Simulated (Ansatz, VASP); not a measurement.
# One calculation of CaO, two programs

The input INCAR:

```
SYSTEM = CaO
PREC = Accurate
ENCUT = 600
EDIFF = 1E-6
ISMEAR = -1
SIGMA = 0.05
LREAL = .False.
LASPH = .True.
NELM = 60
ALGO = Normal
ISIF = 3
LWAVE = .False.
LCHARG = .False.
GGA = PE
IVDW = 12
IBRION = 2
NSW = 80
EDIFFG = -0.02
```

File KPOINTS:

```
regular mesh
0
Gamma
  10 10 10
  0 0 0
```

The input POSCAR:

```
CaO
1.0
    0.0000000000      2.4035556960      2.4035556960
    2.4035556960      0.0000000000      2.4035556960
    2.4035556960      2.4035556960      0.0000000000
Ca O
1 1
Direct
    0.0000000000      0.0000000000      0.0000000000
    0.5000000000      0.5000000000      0.5000000000
```

The input input.yaml:

```yaml
crystal:
  lattice:
    - [0.0, 2.403555696, 2.403555696]
    - [2.403555696, 0.0, 2.403555696]
    - [2.403555696, 2.403555696, 0.0]
  atoms:
    - { symbol: Ca, position: [0.0, 0.0, 0.0] }
    - { symbol: O, position: [0.5, 0.5, 0.5] }
kpoints:
  mp_grid: { grid: [10, 10, 10] }
scf:
  occupations: { method: fermi_dirac, width: 0.05 }
hamiltonian:
  xc: pbe
  dispersion: d3bj
  pseudopotentials: { kind: all_electron, lapw: { basis_error: 0.001 } }
output:
  forces: true
  stress: true
relax:
  f_tol: 0.02
  max_steps: 60
  cell: {}
```

Alike in both runs: task relaxation of cell and atoms; functional PBE; dispersion D3(BJ); k mesh 10 × 10 × 10; occupations fermi-dirac, width 0.05 eV; no spin polarisation.

|  | VASP | Ansatz |
| --- | --- | --- |
| version | VASP 6.6.1 | Ansatz 0.2.0 |
| potentials or method | VASP PAW PBE potentials, release 64 (Ca_sv, O), cutoff 600 eV | all-electron LAPW, scalar-relativistic |

VASP gave:

| Quantity | Value |
| --- | --- |
| relaxed volume (Å³/atom) | 13.74 |
| relaxed cell length with the largest relative difference (Å) | 3.387 |

Task: Estimate Ansatz's values.

Result: Relaxed volume (Å³/atom): 13.68; relaxed cell length with the largest relative difference (Å): 3.382.

Ansatz ran all-electron here, and VASP with PAW potentials.
